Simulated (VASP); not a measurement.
Write the native input for VASP 6.6.1 that does the following.

```
Task                   : single point
Functional             : PBE
Potentials or basis    : VASP PAW PBE potentials, release 64 (Li_sv, Sc_sv, Cl)
Cutoff                 : 520 eV
k mesh                 : 6 × 6 × 1
Occupations            : gaussian, width 0.1 eV
Spin                   : no spin polarisation
Dipole correction      : no
Further INCAR settings : ALGO = Normal; EDIFF = 1e-06; NBANDS = 54
```

The structure of Li3ScCl3 lies in POSCAR:

```
Li3ScCl3
1.0
    3.6161093633      0.0000000000      0.0000000000
   -1.8080546816      3.1316425715      0.0000000000
    0.0000000000      0.0000000000     25.7508287561
Li Sc Cl
6 2 6
Direct
    0.0000000000      0.0000000000      0.8483692172
    0.0000000000      0.0000000000      0.3483692172
    0.3333333333      0.6666666667      0.9810449441
    0.6666666667      0.3333333333      0.4810449441
    0.3333333333      0.6666666667      0.6115357064
    0.6666666667      0.3333333333      0.1115357064
    0.3333333333      0.6666666667      0.2374893070
    0.6666666667      0.3333333333      0.7374893070
    0.0000000000      0.0000000000      0.6552801678
    0.0000000000      0.0000000000      0.1552801678
    0.3333333333      0.6666666667      0.8927974885
    0.6666666667      0.3333333333      0.3927974885
    0.3333333333      0.6666666667      0.5234831691
    0.6666666667      0.3333333333      0.0234831691
```

One way to write it, as run:

INCAR

```
SYSTEM = Li3ScCl3
PREC     = Accurate       ! precision mode
ENCUT    = 520            ! plane-wave cutoff, eV
EDIFF    = 1E-6           ! SCF threshold, eV
ISMEAR   = 0              ! smearing method
SIGMA    = 0.1            ! smearing width, eV
LREAL    = .FALSE.        ! projectors in reciprocal space
LASPH    = .TRUE.         ! aspherical terms in the spheres
NELM     = 80             ! most SCF steps
ALGO     = Normal         ! electronic algorithm
ISIF     = 2              ! what is computed and relaxed
LWAVE    = .FALSE.        ! write WAVECAR
LCHARG   = .FALSE.        ! write CHGCAR
GGA      = PE             ! functional
NBANDS   = 54             ! bands
```

KPOINTS

```
regular mesh
0
G
  6 6 1
  0 0 0
```

Potentials or basis: VASP PAW PBE potentials, release 64 (Li_sv, Sc_sv, Cl).

Launch:

```bash
$ cat potpaw_PBE.64/Li_sv/POTCAR potpaw_PBE.64/Sc_sv/POTCAR potpaw_PBE.64/Cl/POTCAR > POTCAR
$ mpirun -np 1 vasp_std > vasp.out
```

Results of the run:

```
Largest force          : 0.019 eV/Å
Band gap on the k mesh : zero (band 41 reaches 3.98 eV, above the bottom of band 42 at 3.75 eV)
```

Wall time 98 s on 1 thread of Intel(R) Xeon(R) 6975P-C (Granite Rapids), with other jobs on the host, peak memory 0.4 GiB.
